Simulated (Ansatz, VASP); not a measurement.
## Two plane-wave programs on PbF2

```
Pb F
1.0
     0.00000    2.80738    2.80738
     2.80738    0.00000    2.80738
     2.80738    2.80738    0.00000
Pb F
1 2
Direct
  0.00000 0.00000 0.00000
  0.25000 0.25000 0.25000
  0.75000 0.75000 0.75000
```

Alike in both runs: functional PBE; k mesh 8 × 8 × 8; occupations fermi-dirac, width 0.03 eV; no spin polarisation.

Ansatz relaxed the structure, and its values are those at the end. VASP's run is a single point on that final structure, the one shown.

|  | VASP | Ansatz |
| --- | --- | --- |
| version | VASP 6.6.1 | Ansatz 0.2.0 |
| potentials or method | VASP PAW PBE potentials, release 64 (Pb_d, F) | PAW with Ansatz's default frozen-core files, scalar-relativistic |
| plane-wave cutoff (eV) | 520 | 420 |
| valence electrons in the cell | 28 | 28 |

|  | VASP | Ansatz | Ansatz less VASP |
| --- | --- | --- | --- |
| pressure (GPa) | 21.2 | 21.4 | +0.19 |

Ansatz's warnings: stress scf threshold loose.

Neither program's run includes spin-orbit coupling.
